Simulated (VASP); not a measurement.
# SiC (P1) in VASP: single point with r2SCAN

Aim: the single point of SiC with r2SCAN.

Everything below comes from runs of VASP 6.6.1. Logs are shortened: lines on timing, memory, paths and dates and some standing lists are left out, and cuts for length are marked.

**1. The cell of the first run**

The typed cell holds 2 atoms: a = 4.200 Å, b = 4.200 Å, c = 4.200 Å, α = 90.00°, β = 90.00°, γ = 90.00°.

**2. Single point, r2SCAN**

POSCAR reads:

```
SiC
1.0
    4.2000000000      0.0000000000      0.0000000000
    0.0000000000      4.2000000000      0.0000000000
    0.0000000000      0.0000000000      4.2000000000
Si C
1 1
Direct
    0.0000000000      0.0000000000      0.0000000000
    0.2439253981      0.1463552389      0.1097664291
```

INCAR.step1 reads:

```
PREC = Accurate
ENCUT = 660
ISMEAR = -1
SIGMA = 0.3
LREAL = False
LASPH = True
NELM = 120
NBANDS = 11
GGA = PE
ALGO = Normal
EDIFF = 1E-5
LWAVE = True
LCHARG = False
GGA_COMPAT = False
```

INCAR.step2 reads:

```
PREC = Accurate
ENCUT = 660
EDIFF = 1E-6
ISMEAR = -1
SIGMA = 0.3
LREAL = False
LASPH = True
NELM = 120
ALGO = Normal
ISIF = 2
LWAVE = False
LCHARG = False
METAGGA = R2SCAN
LMIXTAU = True
NBANDS = 11
ISTART = 1
GGA_COMPAT = False
```

KPOINTS reads:

```
regular mesh
0
Gamma
  1 1 1
```

Potentials or basis: VASP PAW PBE potentials, release 64 (Si, C).

Started as:

```bash
$ cat potpaw_PBE.64/Si/POTCAR potpaw_PBE.64/C/POTCAR > POTCAR
$ cp INCAR.step1 INCAR
$ mpirun -np 1 vasp_gam > vasp.out
$ cp INCAR.step2 INCAR
$ mpirun -np 1 vasp_gam > vasp.out
```

OUTCAR:

```text
PREC = Accurate
   ENCUT = 660
   EDIFF = 1E-6
   ISMEAR = -1
   LREAL = False
   LASPH = True
   NELM = 120
   ISIF = 2
   METAGGA = R2SCAN
   ISTART = 1

 ion  position               nearest neighbor table
   1  0.000  0.000  0.000-   2 1.28
   2  0.244  0.146  0.110-   1 1.28

 -----------------------------------------------------------------------------
|                                                                             |
|           W    W    AA    RRRRR   N    N  II  N    N   GGGG   !!!           |
|           W    W   A  A   R    R  NN   N  II  NN   N  G    G  !!!           |
|           W    W  A    A  R    R  N N  N  II  N N  N  G       !!!           |
|           W WW W  AAAAAA  RRRRR   N  N N  II  N  N N  G  GGG   !            |
|           WW  WW  A    A  R   R   N   NN  II  N   NN  G    G                |
|           W    W  A    A  R    R  N    N  II  N    N   GGGG   !!!           |
|                                                                             |
|     The distance between some ions is very small. Please check the          |
|     nearest-neighbor list in the OUTCAR file.                               |
|     I HOPE YOU KNOW WHAT YOU ARE DOING!                                     |
|                                                                             |
 -----------------------------------------------------------------------------

  LATTYP: Found a simple cubic cell.
 ALAT       =     4.2000000000

  Lattice vectors:

 A1 = (   4.2000000000,   0.0000000000,   0.0000000000)
 A2 = (   0.0000000000,   4.2000000000,   0.0000000000)
 A3 = (   0.0000000000,   0.0000000000,   4.2000000000)

Analysis of symmetry for initial positions (statically):
=====================================================================
 Subroutine PRICEL returns:
 Original cell was already a primitive cell.

 Routine SETGRP: Setting up the symmetry group for a
 simple cubic supercell.

 Subroutine GETGRP returns: Found  1 space group operations
 (whereof  1 operations were pure point group operations)
 out of a pool of 48 trial point group operations.

The static configuration has the point symmetry C_1 .

Analysis of symmetry for dynamics (positions and initial velocities):
=====================================================================
 Subroutine PRICEL returns:
 Original cell was already a primitive cell.

 Routine SETGRP: Setting up the symmetry group for a
 simple cubic supercell.

 Subroutine GETGRP returns: Found  1 space group operations
 (whereof  1 operations were pure point group operations)
 out of a pool of 48 trial point group operations.

The dynamic configuration has the point symmetry C_1 .

 Subroutine INISYM returns: Found  1 space group operations
 (whereof  1 operations are pure point group operations),
 and found     1 'primitive' translations

----------------------------------------------------------------------------------------

                                     Primitive cell

  volume of cell :      74.0880

  direct lattice vectors                    reciprocal lattice vectors
     4.200000000  0.000000000  0.000000000     0.238095238  0.000000000  0.000000000
     0.000000000  4.200000000  0.000000000     0.000000000  0.238095238  0.000000000
     0.000000000  0.000000000  4.200000000     0.000000000  0.000000000  0.238095238

  length of vectors
     4.200000000  4.200000000  4.200000000     0.238095238  0.238095238  0.238095238

  position of ions in fractional coordinates (direct lattice)
     0.000000000  0.000000000  0.000000000
     0.243925398  0.146355239  0.109766429

  ion indices of the primitive-cell ions
   primitive index   ion index
                 1           1
                 2           2

----------------------------------------------------------------------------------------

 KPOINTS: regular mesh

Automatic generation of k-mesh.
 Grid dimensions read from file:
 generate k-points for:    1    1    1

 Generating k-lattice:

  Cartesian coordinates                     Fractional coordinates (reciprocal lattice)
     0.238095238  0.000000000  0.000000000     1.000000000  0.000000000  0.000000000
     0.000000000  0.238095238  0.000000000     0.000000000  1.000000000  0.000000000
     0.000000000  0.000000000  0.238095238     0.000000000  0.000000000  1.000000000

  Length of vectors
     0.238095238  0.238095238  0.238095238

  Shift w.r.t. Gamma in fractional coordinates (k-lattice)
     0.000000000  0.000000000  0.000000000

 Subroutine IBZKPT returns following result:
 ===========================================

 Found      1 irreducible k-points:

 Following reciprocal coordinates:
            Coordinates               Weight
  0.000000  0.000000  0.000000      1.000000
   k-points           NKPTS =      1   k-points in BZ     NKDIM =      1   number of bands    NBANDS=     11
   number of dos      NEDOS =    301   number of ions     NIONS =      2
   total plane-waves  NPLWV =  46656
   dimension x,y,z NGX =    36 NGY =   36 NGZ =   36
   dimension x,y,z NGXF=    72 NGYF=   72 NGZF=   72
   ions per type =               1   1
   NGX,Y,Z   is equivalent  to a cutoff of  14.25, 14.25, 14.25 a.u.
   NGXF,Y,Z  is equivalent  to a cutoff of  28.50, 28.50, 28.50 a.u.
 SYSTEM =  unknown system
   PREC   = accura    normal or accurate (medium, high low for compatibility)
   ISTART =      1    job   : 0-new  1-cont  2-samecut
   ICHARG =      0    charge: 1-file 2-atom 10-const
   ISPIN  =      1    spin polarized calculation?
   LNONCOLLINEAR =      F non collinear calculations
   LSORBIT =      F    spin-orbit coupling
   LASPH  =      T    aspherical Exc in radial PAW
   ENCUT  =  660.0 eV  48.51 Ry    6.96 a.u.   8.80  8.80  8.80*2*pi/ulx,y,z
   NELM   =    120;   NELMIN=  2; NELMDL=  0     # of ELM steps
   EDIFF  = 0.1E-05   stopping-criterion for ELM
   LREAL  =      F    real-space projection
[... 7 lines left out ...]
   TEBEG  =    0.0;   TEEND  =   0.0 temperature during run
   PSTRESS=    0.0 pullay stress
   NELECT =       8.0000    total number of electrons
   NUPDOWN=      -1.0000    fix difference up-down
   EMIN   =  10.00;   EMAX   =-10.00  energy-range for DOS
   EFERMI =   0.00;   METHOD = LEGACY
   ISMEAR =    -1;   SIGMA  =   0.30  broadening in eV -4-tet -1-fermi 0-gaus
   EFERMI_NEDOS =   21; number of points for ismear=-14 and -15
   IALGO  =     38    algorithm
   IMIX   =      4    mixing-type and parameters
     AMIX     =   0.40;   BMIX     =  1.00
     AMIX_MAG =   1.60;   BMIX_MAG =  1.00
  volume/ion in A,a.u.               =      37.04       249.99
  Fermi-wavevector in a.u.,A,eV,Ry     =   0.779571  1.473175  8.268676  0.607731
  Thomas-Fermi vector in A             =   1.882702
   LORBIT       =      0    0 simple, 1 ext, 2 COOP (PROOUT), +10 PAW based schemes
   METAGGA = R2SCAN    functional components
   LHFCALC =     F    Hartree Fock is set to
   AEXX    =    0.0000 exact exchange contribution
   IVDW    =     0    specifies the selected vdW correction
   LEPSILON=     F    determine dielectric tensor
   LRPA    =     F    only Hartree local field effects (RPA)
 non-spin polarized calculation
  energy-cutoff  :      660.00
  volume of cell :       74.09
 maximum number of plane-waves:      1449
 NGX is ok and might be reduce to    36
   NGX = 17   NGY = 17   NGZ = 17

 number of electron       8.0000000 magnetization

 Free energy of the ion-electron system (eV)
  ---------------------------------------------------
  ext. energy  EPLUGINS =         0.00000000
  ---------------------------------------------------
  free energy    TOTEN  =        -3.70414914 eV

  energy without entropy =       -2.67629681  energy(sigma->0) =       -3.19022298

 E-fermi :  -2.7982     XC(G=0):  -6.1197

 val. band max:       -3.1789562638   @ k =   0.0000   0.0000   0.0000
 cond. band min:      -2.6729558950   @ k =   0.0000   0.0000   0.0000
 fundamental gap:      0.5060003688
 Fermi energy:        -2.7982367285

 k-point     1 :       0.0000    0.0000    0.0000
  band No.  band energies     occupation
      1     -13.8782      2.00000
      2      -4.1112      1.97518
      3      -3.2841      1.66948
      4      -3.1790      1.56117
      5      -2.6730      0.79418
      6       2.6491      0.00000
      7       3.5420      0.00000
      8       5.6367      0.00000
      9       7.7241      0.00000
     10       8.3831      0.00000
     11      10.3383      0.00000

------------------------ aborting loop because EDIFF is reached ----------------------------------------

  FORCE on cell =-STRESS in cart. coord.  units (eV):
  Direction    XX          YY          ZZ          XY          YZ          ZX
  --------------------------------------------------------------------------------------
  -------------------------------------------------------------------------------------
  Total       33.7318399     12.3807314      7.2407987     17.0318593      7.6951414     12.8113333
  in kB      729.4621157    267.7373831    156.5846508    368.3195499    166.4099590    277.0492895
  external PRESSURE =     384.5947165 kB  Pullay stress =       0.0000000 kB

 VOLUME and BASIS-vectors are now :
 -----------------------------------------------------------------------------
  energy-cutoff  :      660.00
  volume of cell :       74.09
      direct lattice vectors                 reciprocal lattice vectors
     4.200000000  0.000000000  0.000000000     0.238095238  0.000000000  0.000000000
     0.000000000  4.200000000  0.000000000     0.000000000  0.238095238  0.000000000
     0.000000000  0.000000000  4.200000000     0.000000000  0.000000000  0.238095238

 POSITION                                       TOTAL-FORCE (eV/Angst)
 -----------------------------------------------------------------------------------
      0.00000      0.00000      0.00000       -28.708757    -17.177392    -12.904251
      1.02449      0.61469      0.46102        28.708757     17.177392     12.904251
 -----------------------------------------------------------------------------------
    total drift:                               -0.000192      0.000011      0.000199

  FREE ENERGIE OF THE ION-ELECTRON SYSTEM (eV)
  ---------------------------------------------------
  free  energy   TOTEN  =        -3.7041491386 eV

  energy  without entropy=       -2.6762968123  energy(sigma->0) =       -3.19022298
```

It used 19 s of CPU time on 1 thread of AMD EPYC 7R13 Processor (Zen 3) (shared host).

Results:

```yaml
Free_energy: -3.7041 eV
Pressure: 38.5 GPa
Largest_force: 35.858 eV/Å
Band_gap_on_the_k_mesh: 0.51 eV
```

Forces on the atoms (eV/Å):
```
Si  -28.709 -17.177 -12.904
C    28.709  17.177  12.904
```

Stress tensor (GPa, compression positive):
```
72.95 36.83 27.70
36.83 26.77 16.64
27.70 16.64 15.66
```

Levels at points of the mesh, in eV from the valence-band top:
| k point | band 2 | band 3 | band 4 | band 5 | band 6 | band 7 |
| --- | --- | --- | --- | --- | --- | --- |
| (0.00, 0.00, 0.00) | -0.93 | -0.11 | 0.00 | 0.51 | 5.83 | 6.72 |

Caveat: the k points lie up to 1.50 Å⁻¹ apart; the PAW data sets were made with another functional, which shifts forces and pressure a little.
